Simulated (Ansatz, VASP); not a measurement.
## B: VASP beside Ansatz

```
CELL_PARAMETERS angstrom
1.88551 0.00000 0.00000
0.00000 1.88551 0.00000
0.00000 0.00000 1.88551
ATOMIC_POSITIONS crystal
B 0.00000 0.00000 0.00000
```

Alike in both runs: task single point; functional PBE; k mesh 14 × 14 × 14; occupations fermi-dirac, width 0.05 eV; no spin polarisation.

|  | VASP | Ansatz |
| --- | --- | --- |
| version | VASP 6.6.1 | Ansatz 0.2.0 |
| potentials or method | VASP PAW PBE potentials, release 64 (B), cutoff 520 eV | all-electron LAPW, scalar-relativistic |

```csv
,VASP,Ansatz,Ansatz less VASP
pressure (GPa),0.3,0.2,-0.04
```

Ansatz ran all-electron here, and VASP with PAW potentials.
